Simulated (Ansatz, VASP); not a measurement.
# Two plane-wave programs on MgSI

```
Mg S I
1.0
     3.42974    0.00000    0.00000
     0.00000    3.42974    0.00000
     0.00000    0.00000    9.52138
Mg S I
1 1 1
Direct
  0.00000 0.00000 0.00000
  0.50000 0.50000 0.00000
  0.50000 0.50000 0.50000
```

Change from the starting cell: species swapped into the YCoC type (P4/mmm, No. 123).

Alike in both runs: functional PBE; k mesh 4 × 4 × 4; occupations gaussian, width 0.1 eV; no spin polarisation.

Ansatz relaxed the structure, and its values are those at the end. VASP's run is a single point on that final structure, the one shown.

|  | VASP | Ansatz |
| --- | --- | --- |
| version | VASP 6.6.1 | Ansatz 0.2.0 |
| potentials or method | VASP PAW PBE potentials, release 64 (Mg, S, I), cutoff 520 eV | scalar-relativistic, plane waves, PAW |
| valence electrons in the cell | 15 | 33 |

|  | VASP | Ansatz | Ansatz less VASP |
| --- | --- | --- | --- |
| gap on the k mesh at the Fermi level (eV) | none | none | - |
| pressure (GPa) | 0.0 | 0.1 | +0.07 |

A gap of «none» marks a metal or a gap that the smearing closes. VASP's potentials hold 15 valence electrons a cell and Ansatz's 33, so a difference there can come from the potentials and not from the codes.

The k mesh is coarse, so the values compare programs but aren't converged. Spin-orbit coupling is off throughout.
